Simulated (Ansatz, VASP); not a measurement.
One calculation of Ta2P3Au, two programs

```xyz
6
Lattice="5.2598 0.0000 0.0000 -2.6299 4.5552 0.0000 0.0000 0.0000 4.1424" Properties=species:S:1:pos:R:3 pbc="T T T"
Ta    0.0000    3.0368    0.0000
Ta    2.6299    1.5184    0.0000
P     2.6299    0.0000    2.0712
P     1.3150    2.2776    2.0712
P    -1.3150    2.2776    2.0712
Au    0.0000    0.0000    0.0000
```

Change from the starting cell: species swapped into the DyB2Ru3 type (P6/mmm, No. 191).

Alike in both runs: functional PBE; k mesh 6 × 6 × 4; occupations gaussian, width 0.1 eV; no spin polarisation.

Ansatz relaxed the structure, and its values are those at the end. VASP's run is a single point on that final structure, the one shown.

|  | VASP | Ansatz |
| --- | --- | --- |
| version | VASP 6.6.1 | Ansatz 0.2.0 |
| potentials or method | VASP PAW PBE potentials, release 64 (Ta_pv, P, Au), cutoff 520 eV | scalar-relativistic, plane waves, PAW |
| valence electrons in the cell | 48 | 60 |

```tsv
	VASP	Ansatz	Ansatz less VASP
gap on the k mesh at the Fermi level (eV)	none	none	-
pressure (GPa)	0.2	0.2	-0.03
```

A gap of «none» marks a metal or a gap that the smearing closes. The functional is the same, so the differences come from potentials, cutoffs and numerics. VASP's potentials hold 48 valence electrons a cell and Ansatz's 60, so a difference there can come from the potentials and not from the codes.

The k mesh is coarse, so the values compare programs but aren't converged. Neither program's run includes spin-orbit coupling.
